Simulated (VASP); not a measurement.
Set up this calculation in VASP 6.6.1, as the native input.

```
Task                   : single point
Functional             : PBE
Potentials or basis    : VASP PAW PBE potentials, release 64 (K_sv, Br)
Cutoff                 : 520 eV
k mesh                 : 6 × 6 × 6
Occupations            : gaussian, width 0.01 eV
Spin                   : no spin polarisation
Dipole correction      : no
Further INCAR settings : ALGO = Normal; EDIFF = 1e-06; NBANDS = 15
```

The structure of KBr lies in POSCAR:

```
KBr
1.0
    0.0000000000      3.7946333561      3.7946333561
    3.7946333561      0.0000000000      3.7946333561
    3.7946333561      3.7946333561      0.0000000000
K Br
1 1
Direct
    0.0000000000      0.0000000000      0.0000000000
    0.2500000000      0.2500000000      0.2500000000
```

These files were run (other wordings do the same):

INCAR

```
ALGO = Normal ; EDIFF = 1E-6
ENCUT = 520 ; GGA = PE
ISIF = 2 ; ISMEAR = 0
LASPH = T ; LCHARG = F
LREAL = F ; LWAVE = F
NBANDS = 15 ; NELM = 80
PREC = Accurate ; SIGMA = 0.01
```

KPOINTS

```
k-points
0
Gamma
  6 6 6
```

Potentials or basis: VASP PAW PBE potentials, release 64 (K_sv, Br).

The run is started by

```sh
$ cat potpaw_PBE.64/K_sv/POTCAR potpaw_PBE.64/Br/POTCAR > POTCAR
$ mpirun -np 1 vasp_std > vasp.out
```

It gave:

```
Pressure               : -0.5 GPa
Band gap on the k mesh : 4.13 eV (least direct gap 4.14 eV)
```

Caveat: the structure was generated, so it needn't be the stable form of KBr.

Run time: 46 s on 1 thread of Intel Xeon 8259CL (shared host), peak memory 0.24 GiB.
